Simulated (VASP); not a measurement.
The system is KF.

```
K F
1.0
     3.73983    0.00000    0.00000
    -1.86991    3.23879    0.00000
     0.00000    0.00000    6.59450
K F
2 2
Direct
  0.00000 0.00000 0.00000
  0.00000 0.00000 0.50000
  0.33333 0.66667 0.25000
  0.66667 0.33333 0.75000
```

```yaml
Program: VASP 6.6.1
Task: relaxation of cell and atoms
Functional: PBEsol
Potentials_or_basis: VASP PAW PBE potentials, release 64 (K_sv, F)
Cutoff: 600 eV
k_mesh: 12 × 12 × 4
Occupations: fermi-dirac, width 0.02 eV
Spin: no spin polarisation
```

At the start: pressure -1.8 GPa; volume 19.97 Å³/atom.

Where does the relaxation end?

Over 10 steps the energy falls by 7.6 meV/atom and the volume is 18.71 Å³/atom (-6.3 %); space group P6_3/mmc (No. 194, to 0.1 Å) before and after.

Step by step:
| step | energy change (eV) | largest force (eV/Å) | pressure (GPa) | volume (Å³) |
| --- | --- | --- | --- | --- |
| 1 | 0.0000 | 0.0000 | -1.83 | 79.88 |
| 2 | -0.0230 | 0.0000 | -0.98 | 77.27 |
| 3 | -0.0303 | 0.0000 | 0.02 | 74.80 |
| 4 | -0.0304 | 0.0000 | 0.02 | 74.90 |
| 5 | -0.0300 | 0.0000 | -0.25 | 75.44 |
| 6 | -0.0303 | 0.0000 | -0.06 | 75.00 |
| 7 | -0.0305 | 0.0000 | -0.05 | 74.98 |
| 8 | -0.0306 | 0.0000 | -0.05 | 74.93 |
| 9 | -0.0306 | 0.0000 | -0.05 | 74.93 |
| 10 | -0.0306 | 0.0000 | 0.00 | 74.82 |

Final structure:
```
CELL_PARAMETERS angstrom
3.65542 0.00000 0.00000
-1.82771 3.16568 0.00000
0.00000 0.00000 6.46581
ATOMIC_POSITIONS crystal
K 0.00000 0.00000 0.00000
K 0.00000 0.00000 0.50000
F 0.33333 0.66667 0.25000
F 0.66667 0.33333 0.75000
```

Caveat: the PAW data sets were made with another functional, which shifts forces and pressure a little.
